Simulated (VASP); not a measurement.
# LiF (Fm-3m) in VASP: single point with r2SCAN

Aim: the single point of LiF with r2SCAN.

Everything below comes from runs of VASP 6.6.1. Logs are shortened: lines on timing, memory, paths and dates and some standing lists are left out, and cuts for length are marked.

## Step 1: The cell of the first run

It takes space group Fm-3m (No. 225, cubic). Conventional cell: a = 4.119 Å, b = 4.119 Å, c = 4.119 Å, α = 90.00°, β = 90.00°, γ = 90.00°. Within 2.7 Å of Li (site symmetry m-3m) lie 6 F at 2.06 Å. Within 2.7 Å of F (site symmetry m-3m) lie 6 Li at 2.06 Å.

## Step 2: Single point, r2SCAN (8.73 Å³/atom)

Contents of POSCAR:

```
LiF
1.0
    0.0000000000      2.0592942210      2.0592942210
    2.0592942210      0.0000000000      2.0592942210
    2.0592942210      2.0592942210      0.0000000000
Li F
1 1
Direct
    0.0000000000      0.0000000000      0.0000000000
    0.5000000000      0.5000000000      0.5000000000
```

Contents of INCAR.step1:

```
  PREC = Accurate
  ENCUT = 910
  ISMEAR = 0
  SIGMA = 0.02
  LREAL = False
  LASPH = True
  NELM = 120
  NBANDS = 12
  GGA = PE
  ALGO = Normal
  EDIFF = 1E-5
  LWAVE = True
  LCHARG = False
  GGA_COMPAT = False
```

Contents of INCAR.step2:

```
  PREC = Accurate
  ENCUT = 910
  EDIFF = 1E-6
  ISMEAR = 0
  SIGMA = 0.02
  LREAL = False
  LASPH = True
  NELM = 120
  ALGO = Normal
  ISIF = 2
  LWAVE = False
  LCHARG = True
  METAGGA = R2SCAN
  LMIXTAU = True
  LELF = True
  LVHAR = True
  NBANDS = 12
  ISTART = 1
  GGA_COMPAT = False
```

Contents of KPOINTS:

```
regular mesh
0
Gamma
  10 10 10
```

Potentials or basis: VASP PAW PBE potentials, release 64 (Li_sv, F_h).

On the command line:

```sh
cat potpaw_PBE.64/Li_sv/POTCAR potpaw_PBE.64/F_h/POTCAR > POTCAR
cp INCAR.step1 INCAR
mpirun -np 1 vasp_std > vasp.out
cp INCAR.step2 INCAR
mpirun -np 1 vasp_std > vasp.out
```

OUTCAR:

```text
PREC = Accurate
   ENCUT = 910
   EDIFF = 1E-6
   ISMEAR = 0
   LREAL = False
   LASPH = True
   NELM = 120
   ISIF = 2
   METAGGA = R2SCAN
   ISTART = 1

 ion  position               nearest neighbor table
   1  0.000  0.000  0.000-   2 2.06   2 2.06   2 2.06   2 2.06   2 2.06   2 2.06
   2  0.500  0.500  0.500-   1 2.06   1 2.06   1 2.06   1 2.06   1 2.06   1 2.06

  LATTYP: Found a face centered cubic cell.
 ALAT       =     4.1185884420

  Lattice vectors:

 A1 = (   0.0000000000,   2.0592942210,   2.0592942210)
 A2 = (   2.0592942210,   0.0000000000,   2.0592942210)
 A3 = (   2.0592942210,   2.0592942210,   0.0000000000)

Analysis of symmetry for initial positions (statically):
=====================================================================
 Subroutine PRICEL returns:
 Original cell was already a primitive cell.

 Routine SETGRP: Setting up the symmetry group for a
 face centered cubic supercell.

 Subroutine GETGRP returns: Found 48 space group operations
 (whereof 48 operations were pure point group operations)
 out of a pool of 48 trial point group operations.

The static configuration has the point symmetry O_h .

Analysis of symmetry for dynamics (positions and initial velocities):
=====================================================================
 Subroutine PRICEL returns:
 Original cell was already a primitive cell.

 Routine SETGRP: Setting up the symmetry group for a
 face centered cubic supercell.

 Subroutine GETGRP returns: Found 48 space group operations
 (whereof 48 operations were pure point group operations)
 out of a pool of 48 trial point group operations.

The dynamic configuration has the point symmetry O_h .

 Subroutine INISYM returns: Found 48 space group operations
 (whereof 48 operations are pure point group operations),
 and found     1 'primitive' translations

----------------------------------------------------------------------------------------

                                     Primitive cell

  volume of cell :      17.4657

  direct lattice vectors                    reciprocal lattice vectors
     0.000000000  2.059294221  2.059294221    -0.242801633  0.242801633  0.242801633
     2.059294221  0.000000000  2.059294221     0.242801633 -0.242801633  0.242801633
     2.059294221  2.059294221  0.000000000     0.242801633  0.242801633 -0.242801633

  length of vectors
     2.912281816  2.912281816  2.912281816     0.420544765  0.420544765  0.420544765

  position of ions in fractional coordinates (direct lattice)
     0.000000000  0.000000000  0.000000000
[... 83 lines left out ...]
   NFREE  =      0    steps in history (QN), initial steepest desc. (CG)
   ISIF   =      2    stress and relaxation
   ISYM   =      2    0-nonsym 1-usesym 2-fastsym
   POTIM  = 0.5000    time-step for ionic-motion
   TEBEG  =    0.0;   TEEND  =   0.0 temperature during run
   PSTRESS=    0.0 pullay stress
   NELECT =      10.0000    total number of electrons
   NUPDOWN=      -1.0000    fix difference up-down
   EMIN   =  10.00;   EMAX   =-10.00  energy-range for DOS
   EFERMI =   0.00;   METHOD = LEGACY
   ISMEAR =     0;   SIGMA  =   0.02  broadening in eV -4-tet -1-fermi 0-gaus
   EFERMI_NEDOS =   21; number of points for ismear=-14 and -15
   IALGO  =     38    algorithm
   IMIX   =      4    mixing-type and parameters
     AMIX     =   0.40;   BMIX     =  1.00
     AMIX_MAG =   1.60;   BMIX_MAG =  1.00
  volume/ion in A,a.u.               =       8.73        58.93
  Fermi-wavevector in a.u.,A,eV,Ry     =   1.359397  2.568889 25.143039  1.847961
  Thomas-Fermi vector in A             =   2.486149
   LORBIT       =      0    0 simple, 1 ext, 2 COOP (PROOUT), +10 PAW based schemes
   METAGGA = R2SCAN    functional components
   LHFCALC =     F    Hartree Fock is set to
   AEXX    =    0.0000 exact exchange contribution
   IVDW    =     0    specifies the selected vdW correction
   LEPSILON=     F    determine dielectric tensor
   LRPA    =     F    only Hartree local field effects (RPA)
 non-spin polarized calculation
 Gauss-broadening in eV      SIGMA  =   0.02
  energy-cutoff  :      910.00
  volume of cell :       17.47
 maximum number of plane-waves:      1106
 NGX is ok and might be reduce to    30
   NGX = 15   NGY = 15   NGZ = 15

 number of electron      10.0000003 magnetization

 Free energy of the ion-electron system (eV)
  ---------------------------------------------------
  ext. energy  EPLUGINS =         0.00000000
  ---------------------------------------------------
  free energy    TOTEN  =       -11.87941945 eV

  energy without entropy =      -11.87941945  energy(sigma->0) =      -11.87941945

 E-fermi :  -1.2381     XC(G=0): -10.1960

 val. band max:       -1.5356157665   @ k =   0.0000   0.0000   0.0000
 cond. band min:       8.1026668416   @ k =   0.0000   0.0000   0.0000
 fundamental gap:      9.6382826081
 Fermi energy:        -1.2381038796

 k-point     1 :       0.0000    0.0000    0.0000
  band No.  band energies     occupation
      1     -43.7252      2.00000
      2     -22.4594      2.00000
      3      -1.5356      2.00000
      4      -1.5356      2.00000
      5      -1.5356      2.00000
      6       8.1027      0.00000
      7      23.3277      0.00000
      8      23.3277      0.00000
      9      23.3277      0.00000
     10      23.5511      0.00000
     11      23.5511      0.00000
     12      23.5511      0.00000
[... 331 lines left out ...]
 k-point    24 :       0.4000    0.3000    0.0000
  band No.  band energies     occupation
      1     -43.6819      2.00000
      2     -22.0166      2.00000
      3      -3.6367      2.00000
      4      -2.3283      2.00000
      5      -2.2292      2.00000
      6      12.0848      0.00000
      7      15.9294      0.00000
      8      17.8931      0.00000
      9      19.4812      0.00000
     10      20.4776      0.00000
     11      32.5347      0.00000
     12      33.7482      0.00000

 [... further k-points ...]
[... 5 lines left out ...]
  --------------------------------------------------------------------------------------
  -------------------------------------------------------------------------------------
  Total       -0.7862740     -0.7862740     -0.7862740     -0.0000000     -0.0000000      0.0000000
  in kB      -72.1272385    -72.1272385    -72.1272385     -0.0000000     -0.0000000      0.0000000
  external PRESSURE =     -72.1272385 kB  Pullay stress =       0.0000000 kB

 VOLUME and BASIS-vectors are now :
 -----------------------------------------------------------------------------
  energy-cutoff  :      910.00
  volume of cell :       17.47
      direct lattice vectors                 reciprocal lattice vectors
     0.000000000  2.059294221  2.059294221    -0.242801633  0.242801633  0.242801633
     2.059294221  0.000000000  2.059294221     0.242801633 -0.242801633  0.242801633
     2.059294221  2.059294221  0.000000000     0.242801633  0.242801633 -0.242801633

 POSITION                                       TOTAL-FORCE (eV/Angst)
 -----------------------------------------------------------------------------------
      0.00000      0.00000      0.00000        -0.000000     -0.000000     -0.000000
      2.05929      2.05929      2.05929         0.000000      0.000000      0.000000
 -----------------------------------------------------------------------------------
    total drift:                                0.000000      0.000000      0.000000

  FREE ENERGIE OF THE ION-ELECTRON SYSTEM (eV)
  ---------------------------------------------------
  free  energy   TOTEN  =       -11.8794194516 eV

  energy  without entropy=      -11.8794194516  energy(sigma->0) =      -11.87941945
```

OUTCAR.step1:

```text
PREC = Accurate
   ENCUT = 910
   ISMEAR = 0
   LREAL = False
   LASPH = True
[... 582 lines left out ...]
      0.00000      0.00000      0.00000         0.000000      0.000000      0.000000
      2.05929      2.05929      2.05929        -0.000000     -0.000000     -0.000000
 -----------------------------------------------------------------------------------
    total drift:                                0.000000      0.000000      0.000000

  FREE ENERGIE OF THE ION-ELECTRON SYSTEM (eV)
  ---------------------------------------------------
  free  energy   TOTEN  =        -9.6414919890 eV

  energy  without entropy=       -9.6414919890  energy(sigma->0) =       -9.64149199
```

It took 91 s on 1 thread of Intel Xeon Platinum 8259CL at 2.50GHz (Skylake/Cascade Lake), shared host; peak memory 0.17 GiB.

Results:

```
Free energy            : -11.8794 eV
Pressure               : -7.2 GPa
Band gap on the k mesh : 9.64 eV
```

Caveat: the cutoff is under 1.25 times the usual one of these potentials, so pressure, stress and relaxed cells hold a basis-set (Pulay) error; the cell stands under tension; the PAW data sets were made with another functional, which shifts forces and pressure a little. r2SCAN opens gaps a little over a GGA but as a rule still falls short of measured ones.
